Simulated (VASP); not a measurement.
# PbS (Fm-3m) in VASP: a series of runs, part 2 of 2

VASP 6.6.1. The steps go on from the part before.

## 3. Single point, LDA, non-collinear spin, zero start, spin-orbit coupling

This run uses another cell than the first one, of 27.13 Å³/atom.

INCAR reads:

```
  ALGO = Normal
  EDIFF = 1E-6
  ENCUT = 520
  GGA_COMPAT = False
  ISIF = 2
  ISMEAR = -1
  LASPH = True
  LCHARG = False
  LORBIT = 11
  LORBMOM = True
  LREAL = False
  LSORBIT = True
  LWAVE = False
  MAGMOM = 0 0 0 0 0 0
  NBANDS = 32
  NELM = 150
  PREC = Accurate
  SIGMA = 0.05
```

KPOINTS reads:

```
k-points
0
Gamma
  8 8 8
```

POSCAR reads:

```
PbS
1.0
    0.0000000000      3.0047775019      3.0047775019
    3.0047775019      0.0000000000      3.0047775019
    3.0047775019      3.0047775019      0.0000000000
Pb S
1 1
Direct
    0.0000000000      0.0000000000      0.0000000000
    0.5000000000      0.5000000000      0.5000000000
```

Potentials or basis: VASP PAW LDA potentials, release 64 (Pb_d, S).

On the command line:

```console
$ cat potpaw_LDA.64/Pb_d/POTCAR potpaw_LDA.64/S/POTCAR > POTCAR
$ mpirun -np 1 vasp_ncl > vasp.out
```

OUTCAR:

```text
EDIFF = 1E-6
   ENCUT = 520
   ISIF = 2
   ISMEAR = -1
   LASPH = True
   LORBIT = 11
   LREAL = False
   LSORBIT = True
   NELM = 150
   PREC = Accurate

 ion  position               nearest neighbor table
   1  0.000  0.000  0.000-   2 3.00   2 3.00   2 3.00   2 3.00   2 3.00   2 3.00
   2  0.500  0.500  0.500-   1 3.00   1 3.00   1 3.00   1 3.00   1 3.00   1 3.00

  LATTYP: Found a face centered cubic cell.
 ALAT       =     6.0095550038

  Lattice vectors:

 A1 = (   0.0000000000,   3.0047775019,   3.0047775019)
 A2 = (   3.0047775019,   0.0000000000,   3.0047775019)
 A3 = (   3.0047775019,   3.0047775019,   0.0000000000)

Analysis of symmetry for initial positions (statically):
=====================================================================
 Subroutine PRICEL returns:
 Original cell was already a primitive cell.

 Routine SETGRP: Setting up the symmetry group for a
 face centered cubic supercell.

 Subroutine GETGRP returns: Found 48 space group operations
 (whereof 48 operations were pure point group operations)
 out of a pool of 48 trial point group operations.

The static configuration has the point symmetry O_h .

Analysis of symmetry for dynamics (positions and initial velocities):
=====================================================================
 Subroutine PRICEL returns:
 Original cell was already a primitive cell.

 Routine SETGRP: Setting up the symmetry group for a
 face centered cubic supercell.

 Subroutine GETGRP returns: Found 48 space group operations
 (whereof 48 operations were pure point group operations)
 out of a pool of 48 trial point group operations.

The dynamic configuration has the point symmetry O_h .

Analysis of structural, dynamic, and magnetic symmetry:
=====================================================================
[... 1047 lines left out ...]
 ----------------------------------------
            0.000   0.000   0.000

 orbital moment (y)

 # of ion     p       d       tot
 ----------------------------------------
  1         0.000   0.000   0.000
  2         0.000   0.000   0.000
 ----------------------------------------
            0.000   0.000   0.000

 orbital moment (z)

 # of ion     p       d       tot
 ----------------------------------------
  1         0.000   0.000   0.000
  2         0.000   0.000   0.000
 ----------------------------------------
            0.000   0.000   0.000

 Spin-Orbit-Coupling matrix elements

 Ion:    1  E_soc:     -0.8221788
 l=   1
     0.0000000    -0.0689256    -0.0689256
    -0.0689256     0.0000000    -0.0689256
    -0.0689256    -0.0689256     0.0000000
 l=   2
     0.0000000    -0.0137240     0.0000000    -0.0137240    -0.0543802
    -0.0137240     0.0000000    -0.0407852    -0.0137240    -0.0135951
     0.0000000    -0.0407852     0.0000000    -0.0407852     0.0000000
    -0.0137240    -0.0137240    -0.0407852     0.0000000    -0.0135951
    -0.0543802    -0.0135951     0.0000000    -0.0135951     0.0000000
 l=   3
     0.0000000     0.0000000     0.0000000     0.0000000     0.0000000     0.0000000     0.0000000
     0.0000000     0.0000000     0.0000000     0.0000000     0.0000000     0.0000000     0.0000000
     0.0000000     0.0000000     0.0000000     0.0000000     0.0000000     0.0000000     0.0000000
     0.0000000     0.0000000     0.0000000     0.0000000     0.0000000     0.0000000     0.0000000
     0.0000000     0.0000000     0.0000000     0.0000000     0.0000000     0.0000000     0.0000000
     0.0000000     0.0000000     0.0000000     0.0000000     0.0000000     0.0000000     0.0000000
     0.0000000     0.0000000     0.0000000     0.0000000     0.0000000     0.0000000     0.0000000

 Ion:    2  E_soc:     -0.0043124
 l=   1
     0.0000000    -0.0007187    -0.0007187
    -0.0007187     0.0000000    -0.0007187
    -0.0007187    -0.0007187     0.0000000
 l=   2
     0.0000000     0.0000000     0.0000000     0.0000000     0.0000000
     0.0000000     0.0000000     0.0000000     0.0000000     0.0000000
     0.0000000     0.0000000     0.0000000     0.0000000     0.0000000
     0.0000000     0.0000000     0.0000000     0.0000000     0.0000000
     0.0000000     0.0000000     0.0000000     0.0000000     0.0000000
 l=   3
     0.0000000     0.0000000     0.0000000     0.0000000     0.0000000     0.0000000     0.0000000
     0.0000000     0.0000000     0.0000000     0.0000000     0.0000000     0.0000000     0.0000000
     0.0000000     0.0000000     0.0000000     0.0000000     0.0000000     0.0000000     0.0000000
     0.0000000     0.0000000     0.0000000     0.0000000     0.0000000     0.0000000     0.0000000
     0.0000000     0.0000000     0.0000000     0.0000000     0.0000000     0.0000000     0.0000000
     0.0000000     0.0000000     0.0000000     0.0000000     0.0000000     0.0000000     0.0000000
     0.0000000     0.0000000     0.0000000     0.0000000     0.0000000     0.0000000     0.0000000

 total charge

# of ion       s       p       d       tot
------------------------------------------
    1        1.471   0.528   9.838  11.837
    2        1.354   2.291   0.000   3.645
--------------------------------------------------
tot          2.825   2.819   9.838  15.482

 magnetization (x)

# of ion       s       p       d       tot
------------------------------------------
    1       -0.000   0.000   0.000  -0.000
    2       -0.000   0.000   0.000  -0.000
--------------------------------------------------
tot         -0.000   0.000   0.000  -0.000

 magnetization (y)

# of ion       s       p       d       tot
------------------------------------------
    1        0.000  -0.000   0.000   0.000
    2       -0.000   0.000   0.000  -0.000
--------------------------------------------------
tot          0.000  -0.000   0.000   0.000

 magnetization (z)

# of ion       s       p       d       tot
------------------------------------------
    1        0.000   0.000   0.000   0.000
    2       -0.000   0.000   0.000  -0.000
--------------------------------------------------
tot          0.000   0.000   0.000   0.000
```

Run time: 82 s. Hardware: 1 thread of Intel Xeon Platinum 8259CL at 2.50GHz (Skylake/Cascade Lake), shared host; peak memory 0.28 GiB.

Results:

| Quantity | Value |
| --- | --- |
| Free energy | -10.3300 eV |
| Pressure | -4.7 GPa |
| Net moment | 0.00 μB per cell |
| Valence electrons inside the program's atomic spheres | Pb 11.84; S 3.65 |

Moments on the atoms (μB; x, y, z):
```
Pb  0.00 0.00 0.00
S   0.00 0.00 0.00
```

Caveat: the cell stands under tension.

## 4. Single point, LDA, non-collinear spin, zero start, spin-orbit coupling

This run uses another cell than the first one, of 27.65 Å³/atom.

INCAR reads:

```
PREC = Accurate ; ENCUT = 520
EDIFF = 1E-7 ; ISMEAR = -1
SIGMA = 0.05 ; LREAL = False
LASPH = True ; NELM = 150
ALGO = Normal ; ISIF = 2
LWAVE = False ; LCHARG = False
MAGMOM = 0 0 0 0 0 0 ; LORBIT = 11
LSORBIT = True ; GGA_COMPAT = False
LORBMOM = True ; NBANDS = 32
```

KPOINTS reads:

```
regular mesh
0
Gamma
  8 8 8
```

POSCAR reads:

```
PbS
1.0
    0.0000000000      3.0239167281      3.0239167281
    3.0239167281      0.0000000000      3.0239167281
    3.0239167281      3.0239167281      0.0000000000
Pb S
1 1
Direct
    0.0000000000      0.0000000000      0.0000000000
    0.5000000000      0.5000000000      0.5000000000
```

On the command line:

```console
$ cat potpaw_LDA.64/Pb_d/POTCAR potpaw_LDA.64/S/POTCAR > POTCAR
$ mpirun -np 1 vasp_ncl > vasp.out
```

Wall time 84 s (1 thread of Intel Xeon Platinum 8259CL at 2.50GHz (Skylake/Cascade Lake), shared host); peak memory 0.28 GiB.

It converged, with:

* Free energy: -10.2972 eV
* Pressure: -5.5 GPa
* Net moment: 0.00 μB per cell
* Valence electrons inside the program's atomic spheres: Pb 11.83; S 3.64

Moments on the atoms (μB; x, y, z):
```
Pb  0.00 0.00 0.00
S   0.00 0.00 0.00
```

Caveat: the cell stands under tension.

## 5. Single point, PBE

This run uses another cell than the first one, of 26.09 Å³/atom.

INCAR reads:

```
SYSTEM = PbS
PREC = Accurate ; ENCUT = 500
EDIFF = 1E-6 ; ISMEAR = 0
SIGMA = 0.020999999999999998 ; LREAL = .FALSE.
LASPH = .TRUE. ; NELM = 120
ALGO = Normal ; ISIF = 2
LWAVE = .FALSE. ; LCHARG = .TRUE.
GGA = PE ; LELF = .TRUE.
LVHAR = .TRUE. ; NBANDS = 17
GGA_COMPAT = .FALSE.
```

KPOINTS reads:

```
regular mesh
0
G
  8 8 8
  0 0 0
```

POSCAR reads:

```
PbS
1.0
    0.0000000000      2.9657500000      2.9657500000
    2.9657500000      0.0000000000      2.9657500000
    2.9657500000      2.9657500000      0.0000000000
Pb S
1 1
Direct
    0.0000000000      0.0000000000      0.0000000000
    0.5000000000      0.5000000000      0.5000000000
```

Potentials or basis: VASP PAW PBE potentials, release 64 (Pb_d, S).

On the command line:

```console
$ cat potpaw_PBE.64/Pb_d/POTCAR potpaw_PBE.64/S/POTCAR > POTCAR
$ mpirun -np 1 vasp_std > vasp.out
```

Wall time 17 s (1 thread of Intel Xeon Platinum 8488C (Sapphire Rapids), shared host); peak memory 0.18 GiB.

Results (log left out):

* Free energy: -8.7560 eV
* Pressure: 2.1 GPa
* Band gap on the k mesh: 0.36 eV

Levels at points of the mesh, in eV from the valence-band top:
| k point | band 8 | band 9 | band 10 | band 11 | band 12 | band 13 |
| --- | --- | --- | --- | --- | --- | --- |
| (0.00, 0.00, 0.00) | -2.17 | -2.17 | -2.17 | 5.21 | 5.21 | 5.21 |
| (0.50, 0.00, 0.00) | -1.78 | -1.78 | 0.00 | 0.36 | 1.96 | 1.96 |
| (0.50, 0.50, 0.00) | -5.20 | -3.44 | -3.44 | 3.86 | 5.58 | 5.68 |

Caveat: spin-orbit coupling is left out, which moves the levels of the heavy elements. A k mesh can miss the band edges.

## 6. Overview

| level | potentials or basis | spin | cell | cutoff (eV) | smearing | pressure (GPa) | moment (μB) |
| --- | --- | --- | --- | --- | --- | --- | --- |
| LDA | VASP PAW LDA potentials, release 64 (Pb_d, S) | non-collinear, zero start, SOC | a = 4.222 Å, angles 60.0°, 2 atoms | 520 | fermi-dirac 0.05 eV | -3.9 | 0.00 |
| LDA | VASP PAW LDA potentials, release 64 (Pb_d, S) | non-collinear, zero start, SOC | a = 4.249 Å, angles 60.0°, 2 atoms | 520 | fermi-dirac 0.05 eV | -4.7 | 0.00 |
| LDA | VASP PAW LDA potentials, release 64 (Pb_d, S) | non-collinear, zero start, SOC | a = 4.276 Å, angles 60.0°, 2 atoms | 520 | fermi-dirac 0.05 eV | -5.5 | 0.00 |
| PBE | VASP PAW PBE potentials, release 64 (Pb_d, S) | off | a = 4.194 Å, angles 60.0°, 2 atoms | 500 | gaussian 0.021 eV | 2.1 | - |

Alike in all rows: task single point; k mesh 8 × 8 × 8.

Caveats: the cell stands under tension (at least some runs); spin-orbit coupling is left out, which moves the levels of the heavy elements (at least some runs).

Absolute energies hang on the potentials; compare differences alone.
